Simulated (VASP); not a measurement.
# Si5Ge3 (P1) in VASP: single point with PBEsol

Aim: the single point of Si5Ge3 with PBEsol.

All numbers are computed with VASP 6.6.1; they aren't measurements. Logs are shortened: lines on timing, memory, paths and dates and some standing lists are left out, and cuts for length are marked.

**1. The cell of the first run**

The typed cell holds 64 atoms: a = 11.028 Å, b = 11.028 Å, c = 11.028 Å, α = 90.00°, β = 90.00°, γ = 90.00°.

**2. Single point, PBEsol**

The input, INCAR:

```
ALGO     = Normal         # electronic algorithm
EDIFF    = 1E-6           # SCF threshold, eV
ENCUT    = 550            # plane-wave cutoff, eV
GGA      = PS             # functional
GGA_COMPAT= False        
ISIF     = 2              # what is computed and relaxed
ISMEAR   = -1             # smearing method
ISYM     = -1           
LASPH    = True           # aspherical terms in the spheres
LCHARG   = False          # write CHGCAR
LREAL    = Auto         
LWAVE    = False          # write WAVECAR
NBANDS   = 286            # bands
NELM     = 120            # most SCF steps
PREC     = Accurate       # precision mode
SIGMA    = 0.05           # smearing width, eV
```

The input, KPOINTS:

```
explicit points
1
Reciprocal
  0.25000000   0.25000000   0.25000000 1
```

The input, POSCAR:

```
Si5Ge3
1.0
   11.0280888804      0.0000000000      0.0000000000
    0.0000000000     11.0280888804      0.0000000000
    0.0000000000      0.0000000000     11.0280888804
Si Ge
40 24
Direct
    0.9999890000      0.9996300000      0.9966230000
    0.0021970000      0.9963630000      0.5013810000
    0.9999600000      0.5004800000      0.9985400000
    0.0004810000      0.5016610000      0.5057070000
    0.4978320000      0.9997170000      0.9999270000
    0.5009150000      0.5026590000      0.5031630000
    0.1259540000      0.1223410000      0.6237830000
    0.1247730000      0.6272530000      0.6261990000
    0.6229590000      0.1242060000      0.1240010000
    0.6252190000      0.1251510000      0.6268720000
    0.6229710000      0.6262810000      0.1243740000
    0.6254590000      0.6263480000      0.6261850000
    0.2538180000      0.2489430000      0.9993840000
    0.2503650000      0.2457130000      0.5001220000
    0.2513460000      0.7538200000      0.9968870000
    0.2459120000      0.7498030000      0.5005230000
    0.7474590000      0.2467900000      0.9979870000
    0.7494820000      0.7525640000      0.5027450000
    0.3758180000      0.3708550000      0.1235580000
    0.3735330000      0.8771450000      0.1237230000
    0.8747300000      0.3788560000      0.6259910000
    0.8772770000      0.8738090000      0.6249300000
    0.2512710000      0.9976870000      0.2513060000
    0.2481120000      0.0017540000      0.7520970000
    0.2497720000      0.5055410000      0.7501690000
    0.7463750000      0.0006020000      0.2491450000
    0.7480190000      0.4989170000      0.7476450000
    0.3734740000      0.1252790000      0.3723760000
    0.3740770000      0.1230290000      0.8766760000
    0.3745130000      0.6273150000      0.8740070000
    0.8747920000      0.1245300000      0.8771730000
    0.0024040000      0.7537560000      0.2524380000
    0.0021170000      0.7519220000      0.7482740000
    0.4969610000      0.2469300000      0.2470330000
    0.5004680000      0.7484080000      0.7511720000
    0.1266490000      0.8754180000      0.3761200000
    0.1245600000      0.8762600000      0.8737400000
    0.6283540000      0.3748760000      0.8747210000
    0.6284840000      0.8762940000      0.3756690000
    0.6201480000      0.8752130000      0.8749730000
    0.5011540000      0.0018560000      0.4986040000
    0.4997490000      0.4991230000      0.9990360000
    0.1280270000      0.1221580000      0.1226810000
    0.1242650000      0.6284560000      0.1225160000
    0.7501030000      0.2508290000      0.5034500000
    0.7468900000      0.7501760000      0.9987950000
    0.3727080000      0.3768840000      0.6249160000
    0.3725340000      0.8737820000      0.6269780000
    0.8731710000      0.3747020000      0.1207220000
    0.8759850000      0.8777140000      0.1263850000
    0.2517490000      0.4981720000      0.2485560000
    0.7499340000      0.9985430000      0.7507530000
    0.7479720000      0.5028150000      0.2491450000
    0.3753890000      0.6269140000      0.3784890000
    0.8744540000      0.1201870000      0.3763760000
    0.8775820000      0.6281770000      0.3787080000
    0.8759850000      0.6241850000      0.8709900000
    0.9997990000      0.2488500000      0.2494920000
    0.9988180000      0.2489350000      0.7483580000
    0.5004670000      0.2488570000      0.7528910000
    0.5011590000      0.7538230000      0.2491830000
    0.1245260000      0.3747620000      0.3801760000
    0.1285940000      0.3769260000      0.8761570000
    0.6196120000      0.3743130000      0.3746690000
```

Potentials or basis: VASP PAW PBE potentials, release 64 (Si, Ge_d).

Started as:

```sh
cat potpaw_PBE.64/Si/POTCAR potpaw_PBE.64/Ge_d/POTCAR > POTCAR
mpirun -np 1 vasp_std > vasp.out
```

OUTCAR:

```text
EDIFF = 1E-6
   ENCUT = 550
   GGA = PS
   ISIF = 2
   ISMEAR = -1
   ISYM = -1
   LASPH = True
   LREAL = Auto
   NELM = 120
   PREC = Accurate

 ion  position               nearest neighbor table
   1  1.000  1.000  0.997-  31 2.35  37 2.36  50 2.39  43 2.40
   2  0.002  0.996  0.501-  36 2.36  22 2.36   7 2.37  55 2.40
   3  1.000  0.500  0.999-  63 2.39  49 2.39  57 2.39  44 2.40
   4  0.000  0.502  0.506-  21 2.35   8 2.36  56 2.40  62 2.40
   5  0.498  1.000  1.000-  29 2.36  20 2.36  40 2.37   9 2.38
   6  0.501  0.503  0.503-  12 2.36  54 2.38  64 2.39  47 2.39
[... 56 lines left out ...]
  63  0.129  0.377  0.876-   3 2.39  25 2.39  13 2.40  59 2.45
  64  0.620  0.374  0.375-   6 2.39  34 2.41  53 2.43  45 2.44

IMPORTANT INFORMATION: All symmetrisations will be switched off!
NOSYMM: (Re-)initialisation of all symmetry stuff for point group C_1.

----------------------------------------------------------------------------------------

                                     Primitive cell

  volume of cell :    1341.2223

  direct lattice vectors                    reciprocal lattice vectors
    11.028088880  0.000000000  0.000000000     0.090677543  0.000000000  0.000000000
     0.000000000 11.028088880  0.000000000     0.000000000  0.090677543  0.000000000
     0.000000000  0.000000000 11.028088880     0.000000000  0.000000000  0.090677543

  length of vectors
    11.028088880 11.028088880 11.028088880     0.090677543  0.090677543  0.090677543

  position of ions in fractional coordinates (direct lattice)
     0.999989000  0.999630000  0.996623000
     0.002197000  0.996363000  0.501381000
     0.999960000  0.500480000  0.998540000
     0.000481000  0.501661000  0.505707000
     0.497832000  0.999717000  0.999927000
     0.500915000  0.502659000  0.503163000
[... 56 lines left out ...]
     0.128594000  0.376926000  0.876157000
     0.619612000  0.374313000  0.374669000

  ion indices of the primitive-cell ions
   primitive index   ion index
                 1           1
                 2           2
                 3           3
                 4           4
                 5           5
                 6           6
[... 56 lines left out ...]
                63          63
                64          64

----------------------------------------------------------------------------------------

 KPOINTS: explicit points

Read explicit list of k-points.

 Found      1 k-points:

 Following reciprocal coordinates:
            Coordinates               Weight
  0.250000  0.250000  0.250000      1.000000
   k-points           NKPTS =      1   k-points in BZ     NKDIM =      1   number of bands    NBANDS=    286
   number of dos      NEDOS =    301   number of ions     NIONS =     64
   total plane-waves  NPLWV = 592704
   dimension x,y,z NGX =    84 NGY =   84 NGZ =   84
   dimension x,y,z NGXF=   168 NGYF=  168 NGZF=  168
   ions per type =              40  24
   NGX,Y,Z   is equivalent  to a cutoff of  12.66, 12.66, 12.66 a.u.
   NGXF,Y,Z  is equivalent  to a cutoff of  25.33, 25.33, 25.33 a.u.
 SYSTEM =  unknown system
   PREC   = accura    normal or accurate (medium, high low for compatibility)
   ISTART =      0    job   : 0-new  1-cont  2-samecut
   ICHARG =      2    charge: 1-file 2-atom 10-const
   ISPIN  =      1    spin polarized calculation?
   LNONCOLLINEAR =      F non collinear calculations
   LSORBIT =      F    spin-orbit coupling
   LASPH  =      T    aspherical Exc in radial PAW
   ENCUT  =  550.0 eV  40.42 Ry    6.36 a.u.  21.09 21.09 21.09*2*pi/ulx,y,z
   NELM   =    120;   NELMIN=  2; NELMDL= -5     # of ELM steps
   EDIFF  = 0.1E-05   stopping-criterion for ELM
   LREAL  =      T    real-space projection
   EDIFFG = 0.1E-04   stopping-criterion for IOM
   NSW    =      0    number of steps for IOM
   IBRION =     -1    ionic relax: 0-MD 1-quasi-New 2-CG
   NFREE  =      0    steps in history (QN), initial steepest desc. (CG)
   ISIF   =      2    stress and relaxation
   ISYM   =     -1    0-nonsym 1-usesym 2-fastsym
   POTIM  = 0.5000    time-step for ionic-motion
   TEBEG  =    0.0;   TEEND  =   0.0 temperature during run
   PSTRESS=    0.0 pullay stress
   NELECT =     496.0000    total number of electrons
   NUPDOWN=      -1.0000    fix difference up-down
   EMIN   =  10.00;   EMAX   =-10.00  energy-range for DOS
   EFERMI =   0.00;   METHOD = LEGACY
   ISMEAR =    -1;   SIGMA  =   0.05  broadening in eV -4-tet -1-fermi 0-gaus
   EFERMI_NEDOS =   21; number of points for ismear=-14 and -15
   IALGO  =     38    algorithm
   IMIX   =      4    mixing-type and parameters
     AMIX     =   0.40;   BMIX     =  1.00
     AMIX_MAG =   1.60;   BMIX_MAG =  1.00
  volume/ion in A,a.u.               =      20.96       141.42
  Fermi-wavevector in a.u.,A,eV,Ry     =   1.175083  2.220584 18.787191  1.380820
  Thomas-Fermi vector in A             =   2.311469
   LORBIT       =      0    0 simple, 1 ext, 2 COOP (PROOUT), +10 PAW based schemes
   GGA     = PS    functional components
   LHFCALC =     F    Hartree Fock is set to
   AEXX    =    0.0000 exact exchange contribution
   IVDW    =     0    specifies the selected vdW correction
   LEPSILON=     F    determine dielectric tensor
   LRPA    =     F    only Hartree local field effects (RPA)
 non-spin polarized calculation
  energy-cutoff  :      550.00
  volume of cell :     1341.22
 maximum number of plane-waves:     39339
 NGX is ok and might be reduce to    84
   NGX = 43   NGY = 43   NGZ = 43

 number of electron     496.0000049 magnetization

 Free energy of the ion-electron system (eV)
  ---------------------------------------------------
  ext. energy  EPLUGINS =         0.00000000
  ---------------------------------------------------
  free energy    TOTEN  =      -347.65131151 eV

  energy without entropy =     -347.65116057  energy(sigma->0) =     -347.65123604

 E-fermi :   5.6466     XC(G=0):  -9.7996

 val. band max:        5.1337543009   @ k =   0.2500   0.2500   0.2500
 cond. band min:       6.1608721604   @ k =   0.2500   0.2500   0.2500
 fundamental gap:      1.0271178595
 Fermi energy:         5.6465667637

 k-point     1 :       0.2500    0.2500    0.2500
  band No.  band energies     occupation
      1     -19.0387      2.00000
      2     -19.0275      2.00000
      3     -19.0213      2.00000
      4     -19.0179      2.00000
      5     -19.0066      2.00000
      6     -19.0002      2.00000
[... 252 lines left out ...]
    259       7.2047      0.00000
    260       7.2280      0.00000
 [bands above 260 left out]

------------------------ aborting loop because EDIFF is reached ----------------------------------------

  FORCE on cell =-STRESS in cart. coord.  units (eV):
  Direction    XX          YY          ZZ          XY          YZ          ZX
  --------------------------------------------------------------------------------------
  -------------------------------------------------------------------------------------
  Total        0.1885847      0.2213055      0.1567235     -9.2335570     -9.1939785     -9.2492801
  in kB        0.2252767      0.2643638      0.1872165    -11.0300846    -10.9828055    -11.0488669
  external PRESSURE =       0.2256190 kB  Pullay stress =       0.0000000 kB

 VOLUME and BASIS-vectors are now :
 -----------------------------------------------------------------------------
  energy-cutoff  :      550.00
  volume of cell :     1341.22
      direct lattice vectors                 reciprocal lattice vectors
    11.028088880  0.000000000  0.000000000     0.090677543  0.000000000  0.000000000
     0.000000000 11.028088880  0.000000000     0.000000000  0.090677543  0.000000000
     0.000000000  0.000000000 11.028088880     0.000000000  0.000000000  0.090677543

 POSITION                                       TOTAL-FORCE (eV/Angst)
 -----------------------------------------------------------------------------------
     11.02797     11.02401     10.99085         0.000114     -0.009328      0.013310
      0.02423     10.98798      5.52927         0.000419      0.008387      0.004968
     11.02765      5.51934     11.01199         0.012527      0.009581     -0.007820
      0.00530      5.53236      5.57698         0.004172      0.021844     -0.016676
      5.49014     11.02497     11.02728         0.000878      0.005590      0.001041
      5.52414      5.54337      5.54893        -0.008950      0.011757     -0.001155
[... 56 lines left out ...]
      1.41815      4.15677      9.66234         0.002290      0.003147      0.006662
      6.83314      4.12796      4.13188        -0.002627      0.006680      0.001638
 -----------------------------------------------------------------------------------
    total drift:                                0.002571      0.009137      0.002624

  FREE ENERGIE OF THE ION-ELECTRON SYSTEM (eV)
  ---------------------------------------------------
  free  energy   TOTEN  =      -347.6513115051 eV

  energy  without entropy=     -347.6511605664  energy(sigma->0) =     -347.65123604
```

It took 27 min on 1 thread of Intel Xeon 8259CL, shared host; peak memory 1.2 GiB.

What came out:

- Free energy: -347.6513 eV
- Pressure: 0.0 GPa
- Largest force: 0.028 eV/Å
- Band gap on the k mesh: 1.03 eV

Forces on the atoms (eV/Å):
```
Si   0.000 -0.009  0.013
Si   0.000  0.008  0.005
Si   0.013  0.010 -0.008
Si   0.004  0.022 -0.017
Si   0.001  0.006  0.001
Si  -0.009  0.012 -0.001
Si   0.006  0.010  0.004
Si   0.003 -0.013  0.010
Si   0.006  0.008 -0.001
Si  -0.002 -0.010  0.006
Si   0.002  0.001 -0.009
Si   0.010  0.002  0.003
Si  -0.010  0.006  0.001
Si  -0.017 -0.001  0.014
Si  -0.012 -0.012  0.000
Si   0.004  0.012  0.004
Si  -0.008 -0.011  0.004
Si  -0.013 -0.010  0.008
Si  -0.012  0.023  0.002
Si   0.009 -0.006 -0.003
Si   0.006 -0.018  0.020
Si  -0.002  0.000 -0.004
Si   0.000 -0.006  0.003
Si   0.005 -0.006 -0.002
Si   0.003 -0.009 -0.015
Si  -0.001 -0.010 -0.007
Si  -0.008  0.005 -0.004
Si   0.006 -0.002  0.002
Si   0.005  0.000 -0.013
Si  -0.003 -0.002  0.013
Si  -0.008  0.009 -0.009
Si   0.012 -0.005 -0.007
Si  -0.006  0.006 -0.001
Si   0.003 -0.017  0.000
Si  -0.005  0.010 -0.007
Si  -0.003  0.007 -0.008
Si   0.003  0.000  0.005
Si  -0.007  0.004  0.003
Si  -0.006  0.000  0.006
Si   0.004  0.008 -0.003
Ge  -0.006  0.006  0.003
Ge  -0.008  0.007 -0.004
Ge  -0.004 -0.001  0.000
Ge   0.001 -0.001  0.002
Ge   0.003 -0.002  0.012
Ge  -0.003  0.007  0.001
Ge   0.006 -0.014  0.000
Ge   0.015 -0.008 -0.002
Ge  -0.007 -0.009 -0.016
Ge   0.009  0.005  0.002
Ge   0.008 -0.007 -0.014
Ge   0.007 -0.003 -0.007
Ge   0.006 -0.004  0.001
Ge   0.003 -0.005  0.001
Ge  -0.005 -0.008 -0.008
Ge  -0.006  0.001  0.005
Ge   0.001 -0.001 -0.003
Ge   0.017  0.002  0.003
Ge   0.001 -0.002 -0.002
Ge  -0.010  0.005 -0.002
Ge  -0.005  0.010  0.003
Ge   0.007 -0.004  0.009
Ge   0.002  0.003  0.007
Ge  -0.003  0.007  0.002
```

Stress tensor (GPa, compression positive):
```
 0.02 -1.10 -1.10
-1.10  0.03 -1.10
-1.10 -1.10  0.02
```

Caveat: the PAW data sets were made with another functional, which shifts forces and pressure a little; a shifted mesh leaves out Γ, where band edges can lie.
